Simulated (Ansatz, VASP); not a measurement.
## Hf4Si in VASP and in Ansatz

INCAR

```
SYSTEM = Hf4Si
PREC     = Accurate       ! precision mode
ENCUT    = 600            ! plane-wave cutoff, eV
EDIFF    = 1E-6           ! SCF threshold, eV
ISMEAR   = 0              ! smearing method
SIGMA    = 0.1            ! smearing width, eV
LREAL    = .False.        ! projectors in reciprocal space
LASPH    = .True.         ! aspherical terms in the spheres
NELM     = 80             ! most SCF steps
ALGO     = Fast           ! electronic algorithm
ISIF     = 3              ! what is computed and relaxed
LWAVE    = .False.        ! write WAVECAR
LCHARG   = .False.        ! write CHGCAR
GGA      = PE             ! functional
IBRION   = 2              ! ionic algorithm
NSW      = 100            ! ionic steps
EDIFFG   = -0.01          ! ionic threshold
```

KPOINTS

```
regular mesh
0
Gamma
  6 6 6
  0 0 0
```

The input POSCAR:

```
Hf4Si
1.0
    6.2470234999      0.0000000000      0.0000000000
    0.0000000000      6.2470234999      0.0000000000
    0.0000000000      0.0000000000      5.5420908306
Hf Si
8 2
Direct
    0.6621557384      0.1621557384      0.7484972277
    0.8378442616      0.6621557384      0.7484972277
    0.3378442616      0.1621557384      0.2515027723
    0.6621557384      0.8378442616      0.2515027723
    0.1621557384      0.3378442616      0.7484972277
    0.8378442616      0.3378442616      0.2515027723
    0.1621557384      0.6621557384      0.2515027723
    0.3378442616      0.8378442616      0.7484972277
    0.5000000000      0.5000000000      0.0000000000
    0.0000000000      0.0000000000      0.0000000000
```

Input for Ansatz:

```yaml
crystal:
  lattice:
    - [6.2470234999, 0.0, 0.0]
    - [0.0, 6.2470234999, 0.0]
    - [0.0, 0.0, 5.5420908306]
  atoms:
    - { symbol: Hf, position: [0.6621557384, 0.1621557384, 0.7484972277] }
    - { symbol: Hf, position: [0.8378442616, 0.6621557384, 0.7484972277] }
    - { symbol: Hf, position: [0.3378442616, 0.1621557384, 0.2515027723] }
    - { symbol: Hf, position: [0.6621557384, 0.8378442616, 0.2515027723] }
    - { symbol: Hf, position: [0.1621557384, 0.3378442616, 0.7484972277] }
    - { symbol: Hf, position: [0.8378442616, 0.3378442616, 0.2515027723] }
    - { symbol: Hf, position: [0.1621557384, 0.6621557384, 0.2515027723] }
    - { symbol: Hf, position: [0.3378442616, 0.8378442616, 0.7484972277] }
    - { symbol: Si, position: [0.5, 0.5, 0.0] }
    - { symbol: Si, position: [0.0, 0.0, 0.0] }
basis:
  ecutwfc: 420
kpoints:
  mp_grid: { grid: [6, 6, 6] }
hamiltonian:
  xc: pbe
scf:
  occupations: { method: gaussian, width: 0.1 }
output:
  forces: true
  stress: true
  eigenvalues: true
relax:
  adjacent_minimum: "off"
  f_tol: 0.01
  max_steps: 80
  cell: { stress_tol: 0.05 }
```

Alike in both runs: task relaxation of cell and atoms; functional PBE; k mesh 6 × 6 × 6; occupations gaussian, width 0.1 eV; no spin polarisation.

|  | VASP | Ansatz |
| --- | --- | --- |
| version | VASP 6.6.1 | Ansatz 0.2.0 |
| potentials or method | VASP PAW PBE potentials, release 64 (Hf_pv, Si), cutoff 600 eV | scalar-relativistic, plane waves, PAW |
| valence electrons in the cell | 88 | 216 |

```tsv
	VASP	Ansatz	Ansatz less VASP
gap on the k mesh at the Fermi level, each at its own relaxed structure (eV)	none	none	-
relaxed volume (Å³/atom)	21.53	21.58	+0.049
relaxed length of the cell vector where the two differ most in proportion (Å)	5.515	5.522	+0.0071
```

A gap of «none» marks a metal or a gap that the smearing closes. VASP's potentials hold 88 valence electrons a cell and Ansatz's 216, so a difference there can come from the potentials and not from the codes.

Spin-orbit coupling is off throughout.
